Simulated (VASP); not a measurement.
A run of VASP 6.6.1 is set up as follows.

File INCAR:

```
SYSTEM = Zr2SiC
ALGO     = Normal         ! electronic algorithm
EDIFF    = 1E-6           ! SCF threshold, eV
ENCUT    = 520            ! plane-wave cutoff, eV
GGA      = PE             ! functional
ISIF     = 2              ! what is computed and relaxed
ISMEAR   = 0              ! smearing method
LASPH    = .TRUE.         ! aspherical terms in the spheres
LCHARG   = .FALSE.        ! write CHGCAR
LREAL    = .FALSE.        ! projectors in reciprocal space
LWAVE    = .FALSE.        ! write WAVECAR
NBANDS   = 24             ! bands
NELM     = 100            ! most SCF steps
PREC     = Accurate       ! precision mode
SIGMA    = 0.1            ! smearing width, eV
```

The input KPOINTS:

```
k-points
0
G
  6 6 4
  0 0 0
```

Contents of POSCAR:

```
Zr2SiC
1.0
    2.9473240251      0.0000000000      0.0000000000
    0.0000000000      2.9473240251      0.0000000000
    0.0000000000      0.0000000000      6.9499228555
Zr Si C
2 1 1
Direct
    0.0000000000      0.0000000000      0.1984724334
    0.0000000000      0.0000000000      0.8015275666
    0.5000000000      0.5000000000      0.5000000000
    0.5000000000      0.5000000000      0.0000000000
```

Potentials or basis: VASP PAW PBE potentials, release 64 (Zr_sv, Si, C).

Run with:

```bash
$ cat potpaw_PBE.64/Zr_sv/POTCAR potpaw_PBE.64/Si/POTCAR potpaw_PBE.64/C/POTCAR > POTCAR
$ mpirun -np 1 vasp_std > vasp.out
```

(1) Estimate the pressure.

(2) What does it give for the band gap on the k mesh?

## Answers

(1) 0.1 GPa.

(2) zero (bands 16 and 17 overlap by 0.88 eV).
